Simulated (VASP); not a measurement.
Crystal: CdSe (Cadmoselite).

```
Cd Se
1.0
     4.32848    0.00000    0.00000
    -2.16424    3.74857    0.00000
     0.00000    0.00000    7.06649
Cd Se
2 2
Cartesian
  2.1642 1.2495 3.5332
  0.0000 2.4990 0.0000
  2.1642 1.2495 6.2538
  0.0000 2.4990 2.7206
```

Base run:

```yaml
Program: VASP 6.6.1
Functional: r2SCAN
Potentials_or_basis: VASP PAW PBE potentials, release 64 (Cd, Se)
Cutoff: 520 eV
k_mesh: 7 × 7 × 4
Occupations: fermi-dirac, width 0.05 eV
Spin: no spin polarisation
```

Its results: band gap on the k mesh 1.14 eV, direct; pressure 0.7 GPa; largest force 0.266 eV/Å.

Question: The run is repeated on the same cell with these changes: functional from r2SCAN to BLYP. What comes out?

Answer: Band gap on the k mesh 0.61 eV, direct; pressure 5.1 GPa; largest force 0.296 eV/Å.

r2SCAN gives the wider gap, since meta-GGAs in the generalised Kohn-Sham scheme recover part of the derivative discontinuity.

Caveats: the PAW data sets were made with another functional, which shifts forces and pressure a little.

